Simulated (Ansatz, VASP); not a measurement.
SnO2: VASP beside Ansatz

File INCAR:

```
SYSTEM = SnO2
PREC = Accurate
ENCUT = 520
EDIFF = 1E-6
ISMEAR = 0
SIGMA = 0.05
LREAL = .False.
LASPH = .True.
NELM = 100
ALGO = Normal
ISIF = 2
LWAVE = .False.
LCHARG = .False.
GGA = CA
NBANDS = 35
```

The input KPOINTS:

```
Automatic mesh
0
Gamma
  10 10 10
  0 0 0
```

Contents of POSCAR:

```
SnO2
1.0
   -1.8272239936      1.8272239936      4.6829543671
    1.8272239936     -1.8272239936      4.6829543671
    1.8272239936      1.8272239936     -4.6829543671
Sn O
2 4
Direct
    0.7500000000      0.2500000000      0.5000000000
    0.0000000000      0.0000000000      0.0000000000
    0.7969975834      0.7969975834      0.0000000000
    0.9530024166      0.4530024166      0.5000000000
    0.2030024166      0.2030024166      0.0000000000
    0.5469975834      0.0469975834      0.5000000000
```

Input for Ansatz:

```yaml
crystal:
  lattice:
    - [-1.8272239936, 1.8272239936, 4.6829543671]
    - [1.8272239936, -1.8272239936, 4.6829543671]
    - [1.8272239936, 1.8272239936, -4.6829543671]
  atoms:
    - { symbol: Sn, position: [0.75, 0.25, 0.5] }
    - { symbol: Sn, position: [0.0, 0.0, 0.0] }
    - { symbol: O, position: [0.7969975834, 0.7969975834, 0.0] }
    - { symbol: O, position: [0.9530024166, 0.4530024166, 0.5] }
    - { symbol: O, position: [0.2030024166, 0.2030024166, 0.0] }
    - { symbol: O, position: [0.5469975834, 0.0469975834, 0.5] }
basis:
  ecutwfc: 420
kpoints:
  mp_grid: { grid: [10, 10, 10] }
hamiltonian:
  xc: lda
scf:
  occupations: { method: gaussian, width: 0.05 }
output:
  forces: true
  stress: true
  eigenvalues: true
```

Change from the starting cell: strain -0.080 along x and y, -0.080 along z, atoms carried along.

Alike in both runs: task single point; functional LDA; k mesh 10 × 10 × 10; occupations gaussian, width 0.05 eV; no spin polarisation.

```csv
,VASP,Ansatz
version,VASP 6.6.1,Ansatz 0.2.0
potentials or method,"VASP PAW LDA potentials, release 64 (Sn_d, O), cutoff 520 eV","scalar-relativistic, plane waves, PAW"
valence electrons in the cell,52,52
```

Ansatz gave:

* gap on the k mesh at the Fermi level (eV): 4.33
* least direct gap on the mesh (eV): 5.32
* pressure (GPa): 84.0
* traceless stress, the component that is largest in VASP (GPa): 9.65
* rms of the force components (eV/Å): 1.100

Q: Estimate VASP's values.

A: gap on the k mesh at the Fermi level (eV): 4.36; least direct gap on the mesh (eV): 5.37; pressure (GPa): 86.0; traceless stress, the component that is largest in VASP (GPa): 10.26; rms of the force components (eV/Å): 1.136.

LDA's correlation is that of Perdew and Zunger in VASP and of Perdew and Wang (1992) in Ansatz. Atom by atom the forces differ by 0.036 eV/Å (rms over components). Both programs put the cell under a high pressure, so it lies far from rest at this level.

Noted on VASP's run: the cell as given lies far from equilibrium.
